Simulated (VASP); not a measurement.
# Y (P6_3/mmc) in VASP: a series of runs, part 2 of 2

VASP 6.6.1. The steps go on from the part before.

### Step 3. Single point, PBE

The input, INCAR:

```
SYSTEM = Y
PREC     = Accurate       ! precision mode
ENCUT    = 520            ! plane-wave cutoff, eV
EDIFF    = 1E-6           ! SCF threshold, eV
ISMEAR   = 0              ! smearing method
SIGMA    = 0.3            ! smearing width, eV
LREAL    = .FALSE.        ! projectors in reciprocal space
LASPH    = .TRUE.         ! aspherical terms in the spheres
NELM     = 80             ! most SCF steps
ALGO     = Normal         ! electronic algorithm
ISIF     = 2              ! what is computed and relaxed
LWAVE    = .FALSE.        ! write WAVECAR
LCHARG   = .FALSE.        ! write CHGCAR
GGA      = PE             ! functional
NBANDS   = 18             ! bands
```

The input, KPOINTS:

```
regular mesh
0
G
  10 10 6
  0 0 0
```

The input, POSCAR:

```
Y
1.0
    3.6535431712      0.0000000000      0.0000000000
   -1.8267715856      3.1640612001      0.0000000000
    0.0000000000      0.0000000000      5.6988610241
Y
2
Direct
    0.3333333333      0.6666666667      0.2500000000
    0.6666666667      0.3333333333      0.7500000000
```

Potentials or basis: VASP PAW PBE potentials, release 64 (Y_sv).

Started as:

```bash
> cat potpaw_PBE.64/Y_sv/POTCAR > POTCAR
> mpirun -np 1 vasp_std > vasp.out
```

OUTCAR:

```text
SYSTEM = Y
   PREC = Accurate
   ENCUT = 520
   EDIFF = 1E-6
   ISMEAR = 0
   LREAL = .FALSE.
   LASPH = .TRUE.
   NELM = 80
   ISIF = 2
   GGA = PE

 ion  position               nearest neighbor table
   1  0.333  0.667  0.250-   2 3.55   2 3.55   2 3.55   2 3.55   2 3.55   2 3.55
   2  0.667  0.333  0.750-   1 3.55   1 3.55   1 3.55   1 3.55   1 3.55   1 3.55

  LATTYP: Found a hexagonal cell.
 ALAT       =     3.6535431712
 C/A-ratio  =     1.5598176228

[... 694 lines left out ...]
 [... further k-points ...]

------------------------ aborting loop because EDIFF is reached ----------------------------------------

  FORCE on cell =-STRESS in cart. coord.  units (eV):
  Direction    XX          YY          ZZ          XY          YZ          ZX
  --------------------------------------------------------------------------------------
  -------------------------------------------------------------------------------------
  Total       -0.0518655     -0.0518655      0.0223757      0.0000000     -0.0000000      0.0000000
  in kB       -1.2613685     -1.2613685      0.5441761      0.0000000     -0.0000000      0.0000000
  external PRESSURE =      -0.6595203 kB  Pullay stress =       0.0000000 kB

 VOLUME and BASIS-vectors are now :
 -----------------------------------------------------------------------------
  energy-cutoff  :      520.00
  volume of cell :       65.88
      direct lattice vectors                 reciprocal lattice vectors
     3.653543171  0.000000000  0.000000000     0.273706907  0.158024756  0.000000000
    -1.826771586  3.164061200  0.000000000     0.000000000  0.316049513  0.000000000
     0.000000000  0.000000000  5.698861024     0.000000000  0.000000000  0.175473660

 POSITION                                       TOTAL-FORCE (eV/Angst)
 -----------------------------------------------------------------------------------
     -0.00000      2.10937      1.42472        -0.000000      0.000000      0.000000
      1.82677      1.05469      4.27415         0.000000     -0.000000      0.000000
 -----------------------------------------------------------------------------------
    total drift:                               -0.000000      0.000000     -0.000000

  FREE ENERGIE OF THE ION-ELECTRON SYSTEM (eV)
  ---------------------------------------------------
  free  energy   TOTEN  =       -12.9527769526 eV

  energy  without entropy=      -12.7878235975  energy(sigma->0) =      -12.87030028
```

OSZICAR:

```text
N       E                     dE             d eps       ncg     rms          rms(c)
DAV:   1     0.869356452839E+02    0.86936E+02   -0.11268E+04  2016   0.116E+03
DAV:   2    -0.565464209027E+01   -0.92590E+02   -0.91004E+02  2476   0.255E+02
DAV:   3    -0.131248456775E+02   -0.74702E+01   -0.74000E+01  3482   0.430E+01
DAV:   4    -0.133434122851E+02   -0.21857E+00   -0.21836E+00  2466   0.760E+00
DAV:   5    -0.133494372128E+02   -0.60249E-02   -0.60225E-02  2888   0.970E-01    0.329E+01
DAV:   6    -0.130190339330E+02    0.33040E+00   -0.42809E-01  2224   0.397E+00    0.204E+01
DAV:   7    -0.129642612702E+02    0.54773E-01   -0.84227E-01  2600   0.513E+00    0.182E+00
DAV:   8    -0.129537005459E+02    0.10561E-01   -0.16324E-01  2472   0.226E+00    0.133E+00
DAV:   9    -0.129526719825E+02    0.10286E-02   -0.40263E-03  2734   0.387E-01    0.435E-01
DAV:  10    -0.129528584011E+02   -0.18642E-03   -0.19792E-03  2168   0.390E-01    0.379E-01
DAV:  11    -0.129527823331E+02    0.76068E-04   -0.14525E-04  2602   0.102E-01    0.680E-02
DAV:  12    -0.129527750987E+02    0.72344E-05   -0.31323E-05  2212   0.470E-02    0.133E-02
DAV:  13    -0.129527768166E+02   -0.17178E-05   -0.40488E-06  2352   0.159E-02    0.267E-03
DAV:  14    -0.129527769526E+02   -0.13603E-06   -0.10935E-07  1186   0.268E-03
   1 F= -.12952777E+02 E0= -.12870300E+02  d E =-.164953E+00
```

Wall time 1.7 min (1 thread of Intel Xeon 8259CL, shared host); peak memory 0.22 GiB.

Results:

| Quantity | Value |
| --- | --- |
| Free energy | -12.9528 eV |
| Pressure | -0.1 GPa |
| Band gap on the k mesh | zero (bands 11 and 12 overlap by 1.45 eV) |

Levels at points of the mesh, in eV from the Fermi level:
```csv
k point,band 7,band 8,band 9,band 10,band 11,band 12,band 13,band 14,band 15,band 16
"(0.00, 0.00, 0.00)",-22.40,-22.37,-4.68,-1.84,0.92,1.75,1.75,2.09,2.36,2.36
"(0.50, 0.00, 0.00)",-22.53,-22.46,-1.67,-1.17,-0.80,-0.12,1.42,1.45,2.09,4.98
"(0.00, 0.00, 0.50)",-22.45,-22.45,-3.23,-3.23,0.97,0.97,1.66,1.66,1.66,1.66
"(0.50, 0.00, 0.50)",-22.52,-22.52,-1.64,-1.64,0.08,0.08,1.38,1.38,2.75,2.75
```

Caveat: so wide a smearing shifts energies and pressures.

### Step 4. Single point, PBE

The input, INCAR:

```
SYSTEM = Y
ALGO = Normal
EDIFF = 1E-7
ENCUT = 520
GGA = PE
ISIF = 2
ISMEAR = 0
LASPH = .True.
LCHARG = .False.
LREAL = .False.
LWAVE = .False.
NBANDS = 18
NELM = 100
PREC = Accurate
SIGMA = 0.6
```

The input, KPOINTS:

```
k-points
0
Gamma
  10 10 6
  0 0 0
```

POSCAR is that of step 3.

Started as:

```bash
> cat potpaw_PBE.64/Y_sv/POTCAR > POTCAR
> mpirun -np 1 vasp_std > vasp.out
```

It took 1.9 min on 1 thread of Intel Xeon 8259CL, shared host; peak memory 0.22 GiB.

It converged, with:

* Free energy: -13.1765 eV
* Pressure: 0.3 GPa
* Band gap on the k mesh: zero (bands 11 and 12 overlap by 1.45 eV)

Stress tensor (GPa, compression positive):
```
0.08 0.00 0.00
0.00 0.08 0.00
0.00 0.00 0.82
```

Levels at points of the mesh, in eV from the Fermi level:
| k point | band 8 | band 9 | band 10 | band 11 | band 12 | band 13 | band 14 | band 15 |
| --- | --- | --- | --- | --- | --- | --- | --- | --- |
| (0.00, 0.00, 0.00) | -22.38 | -4.69 | -1.85 | 0.90 | 1.74 | 1.74 | 2.08 | 2.35 |
| (0.50, 0.00, 0.00) | -22.46 | -1.68 | -1.18 | -0.81 | -0.13 | 1.41 | 1.44 | 2.08 |
| (0.00, 0.00, 0.50) | -22.45 | -3.25 | -3.25 | 0.96 | 0.96 | 1.65 | 1.65 | 1.65 |
| (0.50, 0.00, 0.50) | -22.52 | -1.65 | -1.65 | 0.08 | 0.08 | 1.37 | 1.37 | 2.74 |

Caveat: so wide a smearing shifts energies and pressures.

### Step 5. Overview

| smearing | gap on the mesh (eV) | pressure (GPa) |
| --- | --- | --- |
| gaussian 0.2 eV | none | -0.2 |
| gaussian 0.3 eV | none | -0.1 |
| gaussian 0.6 eV | none | 0.3 |

Alike in all rows: task single point; level PBE; potentials or basis VASP PAW PBE potentials, release 64 (Y_sv); no spin polarisation; cell as given; k mesh 10 × 10 × 6; cutoff (eV) 520.

Caveats: so wide a smearing shifts energies and pressures (at least some runs).

Absolute energies hang on the potentials; compare differences alone.
